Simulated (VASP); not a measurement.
# ZrTlF3 (P4bm) in VASP: notebook

Runs on ZrTlF3. Level: PBE. Tasks: single point, relaxation of cell and atoms.

All numbers are computed with VASP 6.6.1; they aren't measurements. Logs are shortened: lines on timing, memory, paths and dates and some standing lists are left out, and cuts for length are marked.

**1. The cell of the first run**

It takes space group P4bm (No. 100, tetragonal). The conventional cell has a = 5.794 Å, b = 5.794 Å, c = 4.097 Å, α = 90.00°, β = 90.00°, γ = 90.00°. Within 2.6 Å of Zr (site symmetry 4) lie 6 F at 1.94 to 2.16 Å. Tl (site symmetry 2mm) has 12 F at 2.59 to 3.21 Å within 3.4 Å. F (site symmetry m) has 2 Zr at 2.08 Å and 2 Tl at 2.59 to 2.76 Å within 2.8 Å. Within 2.6 Å of F (site symmetry 4) lie 2 Zr at 1.94 to 2.16 Å.

**2. Single point, PBE**

INCAR reads:

```
ALGO = Normal ; EDIFF = 1E-7
ENCUT = 520 ; GGA = PE
ISIF = 2 ; ISMEAR = 0
LASPH = True ; LCHARG = False
LREAL = False ; LWAVE = False
NBANDS = 57 ; NELM = 100
PREC = Accurate ; SIGMA = 0.1
```

KPOINTS reads:

```
k-points
0
Gamma
  4 4 4
```

POSCAR reads:

```
ZrTlF3
1.0
    5.7937588900      0.0000000000      0.0000000000
    0.0000000000      5.7937588900      0.0000000000
    0.0000000000      0.0000000000      4.0968062000
Zr Tl F
2 2 6
Direct
    0.0000000000      0.0000000000      0.9723587000
    0.5000000000      0.5000000000      0.9723587000
    0.5000000000      0.0000000000      0.4723587000
    0.0000000000      0.5000000000      0.4723587000
    0.2897236800      0.2102763200      0.0000000000
    0.2102763200      0.7102763200      0.0000000000
    0.0000000000      0.0000000000      0.5000000000
    0.7102763200      0.7897236800      0.0000000000
    0.7897236800      0.2897236800      0.0000000000
    0.5000000000      0.5000000000      0.5000000000
```

Potentials or basis: VASP PAW PBE potentials, release 64 (Zr_sv, Tl_d, F).

The run is started by

```bash
$ cat potpaw_PBE.64/Zr_sv/POTCAR potpaw_PBE.64/Tl_d/POTCAR potpaw_PBE.64/F/POTCAR > POTCAR
$ mpirun -np 1 vasp_std > vasp.out
```

OUTCAR:

```text
EDIFF = 1E-7
   ENCUT = 520
   GGA = PE
   ISIF = 2
   ISMEAR = 0
   LASPH = True
   LREAL = False
   NELM = 100
   PREC = Accurate

 ion  position               nearest neighbor table
   1  0.000  0.000  0.972-   7 1.94   6 2.08   5 2.08   8 2.08   9 2.08   7 2.16   4 3.55   3 3.55
                             3 3.55   4 3.55   4 3.55   4 3.55   3 3.55   3 3.55
   2  0.500  0.500  0.972-  10 1.94   6 2.08   8 2.08   9 2.08   5 2.08  10 2.16   4 3.55   3 3.55
                             3 3.55   4 3.55   3 3.55   3 3.55   4 3.55   4 3.55
   3  0.500  0.000  0.472-   5 2.59   8 2.59   5 2.76   8 2.76   7 2.90  10 2.90  10 2.90   7 2.90
                             1 3.55   2 3.55   2 3.55   1 3.55   2 3.55   1 3.55   2 3.55   1 3.55
   4  0.000  0.500  0.472-   6 2.59   9 2.59   6 2.76   9 2.76   7 2.90  10 2.90   7 2.90  10 2.90
                             1 3.55   2 3.55   1 3.55   1 3.55   1 3.55   2 3.55   2 3.55   2 3.55
   5  0.290  0.210  0.000-   1 2.08   2 2.08   3 2.59   3 2.76
   6  0.210  0.710  0.000-   1 2.08   2 2.08   4 2.59   4 2.76
   7  0.000  0.000  0.500-   1 1.94   1 2.16   4 2.90   3 2.90   4 2.90   3 2.90
   8  0.710  0.790  0.000-   1 2.08   2 2.08   3 2.59   3 2.76
   9  0.790  0.290  0.000-   1 2.08   2 2.08   4 2.59   4 2.76
  10  0.500  0.500  0.500-   2 1.94   2 2.16   4 2.90   3 2.90   3 2.90   4 2.90

  LATTYP: Found a simple tetragonal cell.
 ALAT       =     5.7937588900
 C/A-ratio  =     0.7071067812

  Lattice vectors:

 A1 = (   5.7937588900,   0.0000000000,   0.0000000000)
 A2 = (   0.0000000000,   5.7937588900,   0.0000000000)
 A3 = (   0.0000000000,   0.0000000000,   4.0968062000)

Analysis of symmetry for initial positions (statically):
=====================================================================
 Subroutine PRICEL returns:
 Original cell was already a primitive cell.

 Routine SETGRP: Setting up the symmetry group for a
 simple tetragonal supercell.

 Subroutine GETGRP returns: Found  8 space group operations
 (whereof  4 operations were pure point group operations)
 out of a pool of 16 trial point group operations.

The static configuration has the point symmetry     .
 The point group associated with its full space group is C_4v.

Analysis of symmetry for dynamics (positions and initial velocities):
=====================================================================
 Subroutine PRICEL returns:
 Original cell was already a primitive cell.

 Routine SETGRP: Setting up the symmetry group for a
 simple tetragonal supercell.

 Subroutine GETGRP returns: Found  8 space group operations
 (whereof  4 operations were pure point group operations)
 out of a pool of 16 trial point group operations.

The dynamic configuration has the point symmetry C_4v.
 The point group associated with its full space group is C_4v.

 Subroutine INISYM returns: Found  8 space group operations
 (whereof  4 operations are pure point group operations),
 and found     1 'primitive' translations

----------------------------------------------------------------------------------------

                                     Primitive cell

  volume of cell :     137.5201

  direct lattice vectors                    reciprocal lattice vectors
     5.793758890  0.000000000  0.000000000     0.172599519  0.000000000  0.000000000
     0.000000000  5.793758890  0.000000000     0.000000000  0.172599519  0.000000000
     0.000000000  0.000000000  4.096806200     0.000000000  0.000000000  0.244092581

  length of vectors
     5.793758890  5.793758890  4.096806200     0.172599519  0.172599519  0.244092581

  position of ions in fractional coordinates (direct lattice)
     0.000000000  0.000000000  0.972358700
     0.500000000  0.500000000  0.972358700
     0.500000000  0.000000000  0.472358700
     0.000000000  0.500000000  0.472358700
     0.289723680  0.210276320  0.000000000
     0.210276320  0.710276320  0.000000000
     0.000000000  0.000000000  0.500000000
     0.710276320  0.789723680  0.000000000
     0.789723680  0.289723680  0.000000000
     0.500000000  0.500000000  0.500000000

  ion indices of the primitive-cell ions
   primitive index   ion index
                 1           1
                 2           2
                 3           3
                 4           4
                 5           5
                 6           6
                 7           7
                 8           8
                 9           9
                10          10

----------------------------------------------------------------------------------------

 KPOINTS: k-points

Automatic generation of k-mesh.
 Grid dimensions read from file:
 generate k-points for:    4    4    4

 Generating k-lattice:

  Cartesian coordinates                     Fractional coordinates (reciprocal lattice)
     0.043149880  0.000000000  0.000000000     0.250000000  0.000000000  0.000000000
     0.000000000  0.043149880  0.000000000     0.000000000  0.250000000  0.000000000
     0.000000000  0.000000000  0.061023145     0.000000000  0.000000000  0.250000000

  Length of vectors
     0.043149880  0.043149880  0.061023145

  Shift w.r.t. Gamma in fractional coordinates (k-lattice)
     0.000000000  0.000000000  0.000000000

 Subroutine IBZKPT returns following result:
 ===========================================

 Found     18 irreducible k-points:

 Following reciprocal coordinates:
            Coordinates               Weight
  0.000000  0.000000  0.000000      1.000000
  0.250000  0.000000  0.000000      4.000000
  0.500000  0.000000  0.000000      2.000000
  0.250000  0.250000  0.000000      4.000000
  0.500000  0.250000  0.000000      4.000000
  0.500000  0.500000  0.000000      1.000000
[... 10 lines left out ...]
  0.500000  0.250000  0.500000      4.000000
  0.500000  0.500000  0.500000      1.000000
   k-points           NKPTS =     18   k-points in BZ     NKDIM =     18   number of bands    NBANDS=     57
   number of dos      NEDOS =    301   number of ions     NIONS =     10
   total plane-waves  NPLWV =  69120
   dimension x,y,z NGX =    48 NGY =   48 NGZ =   30
   dimension x,y,z NGXF=    96 NGYF=   96 NGZF=   60
   ions per type =               2   2   6
   NGX,Y,Z   is equivalent  to a cutoff of  13.77, 13.77, 12.17 a.u.
   NGXF,Y,Z  is equivalent  to a cutoff of  27.55, 27.55, 24.35 a.u.
 SYSTEM =  unknown system
   PREC   = accura    normal or accurate (medium, high low for compatibility)
   ISTART =      0    job   : 0-new  1-cont  2-samecut
   ICHARG =      2    charge: 1-file 2-atom 10-const
   ISPIN  =      1    spin polarized calculation?
   LNONCOLLINEAR =      F non collinear calculations
   LSORBIT =      F    spin-orbit coupling
   LASPH  =      T    aspherical Exc in radial PAW
   ENCUT  =  520.0 eV  38.22 Ry    6.18 a.u.  10.77 10.77  7.62*2*pi/ulx,y,z
   NELM   =    100;   NELMIN=  2; NELMDL= -5     # of ELM steps
   EDIFF  = 0.1E-06   stopping-criterion for ELM
   LREAL  =      F    real-space projection
   EDIFFG = 0.1E-05   stopping-criterion for IOM
   NSW    =      0    number of steps for IOM
   IBRION =     -1    ionic relax: 0-MD 1-quasi-New 2-CG
   NFREE  =      0    steps in history (QN), initial steepest desc. (CG)
   ISIF   =      2    stress and relaxation
   ISYM   =      2    0-nonsym 1-usesym 2-fastsym
   POTIM  = 0.5000    time-step for ionic-motion
   TEBEG  =    0.0;   TEEND  =   0.0 temperature during run
   PSTRESS=    0.0 pullay stress
   NELECT =      92.0000    total number of electrons
   NUPDOWN=      -1.0000    fix difference up-down
   EMIN   =  10.00;   EMAX   =-10.00  energy-range for DOS
   EFERMI =   0.00;   METHOD = LEGACY
   ISMEAR =     0;   SIGMA  =   0.10  broadening in eV -4-tet -1-fermi 0-gaus
   EFERMI_NEDOS =   21; number of points for ismear=-14 and -15
   IALGO  =     38    algorithm
   IMIX   =      4    mixing-type and parameters
     AMIX     =   0.40;   BMIX     =  1.00
     AMIX_MAG =   1.60;   BMIX_MAG =  1.00
  volume/ion in A,a.u.               =      13.75        92.80
  Fermi-wavevector in a.u.,A,eV,Ry     =   1.431799  2.705708 27.892597  2.050048
  Thomas-Fermi vector in A             =   2.551496
   LORBIT       =      0    0 simple, 1 ext, 2 COOP (PROOUT), +10 PAW based schemes
   GGA     = PE    functional components
   LHFCALC =     F    Hartree Fock is set to
   AEXX    =    0.0000 exact exchange contribution
   IVDW    =     0    specifies the selected vdW correction
   LEPSILON=     F    determine dielectric tensor
   LRPA    =     F    only Hartree local field effects (RPA)
 non-spin polarized calculation
 Gauss-broadening in eV      SIGMA  =   0.10
  energy-cutoff  :      520.00
  volume of cell :      137.52
 maximum number of plane-waves:      3718
 NGX is ok and might be reduce to    48
   NGX = 21   NGY = 21   NGZ = 15

 number of electron      91.9999965 magnetization

 Free energy of the ion-electron system (eV)
  ---------------------------------------------------
  ext. energy  EPLUGINS =         0.00000000
  ---------------------------------------------------
  free energy    TOTEN  =       -52.12727628 eV

  energy without entropy =      -52.09041358  energy(sigma->0) =      -52.10884493

 E-fermi :   9.3821     XC(G=0): -11.0675

 val. band max:        9.3766415374   @ k =   0.2500   0.0000   0.0000
 cond. band min:       9.3996786663   @ k =   0.2500   0.0000   0.2500
 fundamental gap:      0.0230371289
 Fermi energy:         9.3820689898

 k-point     1 :       0.0000    0.0000    0.0000
  band No.  band energies     occupation
      1     -41.7002      2.00000
      2     -41.6850      2.00000
      3     -21.1193      2.00000
      4     -21.1193      2.00000
      5     -20.3976      2.00000
      6     -20.3736      2.00000
[... 49 lines left out ...]
     56      12.5623      0.00000
     57      12.9131      0.00000

 k-point     2 :       0.2500    0.0000    0.0000
  band No.  band energies     occupation
      1     -41.6980      2.00000
      2     -41.6872      2.00000
      3     -21.0093      2.00000
      4     -21.0046      2.00000
      5     -20.4036      2.00000
      6     -20.3753      2.00000
[... 49 lines left out ...]
     56      12.6074      0.00000
     57      12.8246      0.00000

 k-point     3 :       0.5000    0.0000    0.0000
  band No.  band energies     occupation
      1     -41.6926      2.00000
      2     -41.6926      2.00000
      3     -20.6970      2.00000
      4     -20.6970      2.00000
      5     -20.6788      2.00000
      6     -20.6788      2.00000
[... 834 lines left out ...]
      1     -41.6840      2.00000
      2     -41.6840      2.00000
      3     -21.5026      2.00000
      4     -21.5026      2.00000
      5     -21.0049      2.00000
      6     -21.0049      2.00000
[... 49 lines left out ...]
     56      12.6707      0.00000
     57      13.0089      0.00000

 k-point    18 :       0.5000    0.5000    0.5000
  band No.  band energies     occupation
      1     -41.6839      2.00000
      2     -41.6839      2.00000
      3     -21.5013      2.00000
      4     -21.5013      2.00000
      5     -21.1231      2.00000
      6     -21.1231      2.00000
[... 49 lines left out ...]
     56      12.4160      0.00000
     57      12.5121      0.00000

------------------------ aborting loop because EDIFF is reached ----------------------------------------

  FORCE on cell =-STRESS in cart. coord.  units (eV):
  Direction    XX          YY          ZZ          XY          YZ          ZX
  --------------------------------------------------------------------------------------
  -------------------------------------------------------------------------------------
  Total       23.2186867     23.2186867     28.2112757      0.0000000     -0.0000000      0.0000000
  in kB      270.5091619    270.5091619    328.6752880      0.0000000     -0.0000000      0.0000000
  external PRESSURE =     289.8978706 kB  Pullay stress =       0.0000000 kB

 VOLUME and BASIS-vectors are now :
 -----------------------------------------------------------------------------
  energy-cutoff  :      520.00
  volume of cell :      137.52
      direct lattice vectors                 reciprocal lattice vectors
     5.793758890  0.000000000  0.000000000     0.172599519  0.000000000  0.000000000
     0.000000000  5.793758890  0.000000000     0.000000000  0.172599519  0.000000000
     0.000000000  0.000000000  4.096806200     0.000000000  0.000000000  0.244092581

 POSITION                                       TOTAL-FORCE (eV/Angst)
 -----------------------------------------------------------------------------------
      0.00000      0.00000      3.98357         0.000000      0.000000      2.413254
      2.89688      2.89688      3.98357        -0.000000     -0.000000      2.413254
      2.89688      0.00000      1.93516        -0.000000     -0.000000      0.576523
      0.00000      2.89688      1.93516         0.000000      0.000000      0.576523
      1.67859      1.21829      0.00000        -0.103708      0.103708     -0.257196
      1.21829      4.11517      0.00000         0.103708      0.103708     -0.257196
      0.00000      0.00000      2.04840         0.000000      0.000000     -2.475384
      4.11517      4.57547      0.00000         0.103708     -0.103708     -0.257196
      4.57547      1.67859      0.00000        -0.103708     -0.103708     -0.257196
      2.89688      2.89688      2.04840         0.000000     -0.000000     -2.475384
 -----------------------------------------------------------------------------------
    total drift:                                0.000000      0.000000      0.000166

  FREE ENERGIE OF THE ION-ELECTRON SYSTEM (eV)
  ---------------------------------------------------
  free  energy   TOTEN  =       -52.1272762769 eV

  energy  without entropy=      -52.0904135778  energy(sigma->0) =      -52.10884493
```

Run time: 4.2 min. Hardware: 1 thread of Intel Xeon 8259CL, shared host; peak memory 0.32 GiB.

Results:

- Free energy: -52.1273 eV
- Pressure: 29.0 GPa
- Largest force: 2.475 eV/Å
- Band gap on the k mesh: zero (bands 46 and 47 overlap by 0.75 eV)

Forces on the atoms (eV/Å):
```
Zr   0.000  0.000  2.413
Zr   0.000  0.000  2.413
Tl   0.000  0.000  0.577
Tl   0.000  0.000  0.577
F   -0.104  0.104 -0.257
F    0.104  0.104 -0.257
F    0.000  0.000 -2.475
F    0.104 -0.104 -0.257
F   -0.104 -0.104 -0.257
F    0.000  0.000 -2.475
```

Caveat: the k points lie up to 0.38 Å⁻¹ apart, too coarse for converged energies and pressures of a metal; spin-orbit coupling is left out, which moves the levels of the heavy elements; forces of over 1 eV/Å act on the atoms, so gaps and moduli don't describe the material at rest.

**3. Relaxation of cell and atoms, PBE**

INCAR reads:

```
SYSTEM = ZrTlF3
PREC = Accurate ; ENCUT = 600
EDIFF = 1E-6 ; ISMEAR = 0
SIGMA = 0.1 ; LREAL = .False.
LASPH = .True. ; NELM = 100
ALGO = Normal ; ISIF = 3
LWAVE = .False. ; LCHARG = .False.
GGA = PE ; IBRION = 2
NSW = 90 ; EDIFFG = -0.04
```

KPOINTS reads:

```
Automatic mesh
0
Gamma
  4 4 4
  0 0 0
```

POSCAR is that of step 2.

Potentials or basis: VASP PAW PBE potentials, release 64 (Zr_sv, Tl_d, F).

The run is started by

```bash
$ cat potpaw_PBE.64/Zr_sv/POTCAR potpaw_PBE.64/Tl_d/POTCAR potpaw_PBE.64/F/POTCAR > POTCAR
$ mpirun -np 1 vasp_std > vasp.out
```

Wall time 55 min (1 thread of Intel Xeon 8259CL, shared host); peak memory 0.38 GiB.

Results (log left out):

* Free energy: -55.0091 eV
* Relaxed volume: 17.24 Å³/atom
* Relaxed cell: a = 6.247 Å, b = 6.247 Å, c = 4.418 Å, α = 90.00°, β = 90.00°, γ = 90.00°
* Space group after relaxing (to 0.1 Å): Pm-3m (No. 221)
* Energy gained by relaxing: 286.6 meV/atom
* Ionic steps: 18
* Pressure after relaxing: -0.2 GPa
* Largest force after relaxing: 0.039 eV/Å
* Band gap on the k mesh: zero (bands 46 and 47 overlap by 0.71 eV)

Forces in eV/Å, atoms in the order of the input:
```
Zr   0.000  0.000 -0.004
Zr   0.000  0.000 -0.004
Tl   0.000  0.000  0.020
Tl   0.000  0.000  0.020
F   -0.020  0.020 -0.026
F    0.020  0.020 -0.026
F    0.000  0.000  0.036
F    0.020 -0.020 -0.026
F   -0.020 -0.020 -0.026
F    0.000  0.000  0.036
```

Step by step:
| step | energy change (eV) | largest force (eV/Å) | pressure (GPa) | volume (Å³) |
| --- | --- | --- | --- | --- |
| 1 | 0.0000 | 2.4716 | 28.91 | 137.52 |
| 2 | -2.0926 | 0.3475 | -6.88 | 193.03 |
| 3 | -2.6524 | 0.3198 | 0.52 | 169.91 |
| 4 | -2.6529 | 0.3206 | 0.17 | 170.71 |
| 5 | -2.6840 | 0.3013 | -0.23 | 171.48 |
| 6 | -2.7206 | 0.2572 | -1.05 | 173.47 |
| 7 | -2.7467 | 0.2367 | -0.36 | 171.94 |
| 8 | -2.7681 | 0.2591 | 1.26 | 168.72 |
| 9 | -2.7877 | 0.1623 | 1.09 | 169.13 |
| 10 | -2.8188 | 0.1593 | 0.65 | 170.34 |
| 11 | -2.8201 | 0.2202 | 0.56 | 170.65 |
| 12 | -2.8326 | 0.1455 | -0.14 | 172.19 |
| 13 | -2.8362 | 0.1270 | -0.72 | 173.54 |
| 14 | -2.8479 | 0.0980 | -0.40 | 172.78 |
| 15 | -2.8547 | 0.2093 | 0.15 | 171.60 |
| 16 | -2.8628 | 0.1023 | 0.18 | 171.51 |
| 17 | -2.8654 | 0.0421 | 0.23 | 171.42 |
| 18 | -2.8664 | 0.0387 | -0.21 | 172.42 |

Final structure:
```
CELL_PARAMETERS angstrom
6.24707 0.00000 0.00000
0.00000 6.24707 0.00000
0.00000 0.00000 4.41802
ATOMIC_POSITIONS crystal
Zr 0.00000 0.00000 0.98648
Zr 0.50000 0.50000 0.98648
Tl 0.50000 0.00000 0.49096
Tl 0.00000 0.50000 0.49096
F 0.25514 0.24486 0.99160
F 0.24486 0.74486 0.99160
F 0.00000 0.00000 0.48407
F 0.74486 0.75514 0.99160
F 0.75514 0.25514 0.99160
F 0.50000 0.50000 0.48407
```

Levels at points of the mesh, in eV from the Fermi level:
```tsv
k point	band 42	band 43	band 44	band 45	band 46	band 47	band 48	band 49	band 50	band 51
(0.00, 0.00, 0.00)	-7.36	-6.94	-5.35	-0.32	-0.32	-0.32	0.36	0.36	0.55	0.55
(0.50, 0.00, 0.00)	-7.21	-5.79	-5.79	-0.07	-0.07	-0.06	-0.06	0.10	0.10	1.13
(0.50, 0.50, 0.00)	-7.33	-5.38	-5.38	-0.97	-0.97	-0.30	-0.30	0.17	0.17	0.18
(0.00, 0.00, 0.50)	-6.96	-6.29	-5.38	-0.98	-0.30	0.18	0.18	0.65	0.66	0.66
(0.50, 0.00, 0.50)	-7.09	-5.55	-5.55	0.13	0.13	0.46	0.46	0.55	0.55	0.78
(0.50, 0.50, 0.50)	-6.94	-5.34	-5.34	0.39	0.39	0.40	0.40	0.51	0.51	0.52
```

Caveat: the k points lie up to 0.36 Å⁻¹ apart in the final cell, too coarse for converged energies and pressures of a metal; the volume moved by over 15 % at a fixed basis, so the end points are rough; spin-orbit coupling is left out, which moves the levels of the heavy elements.
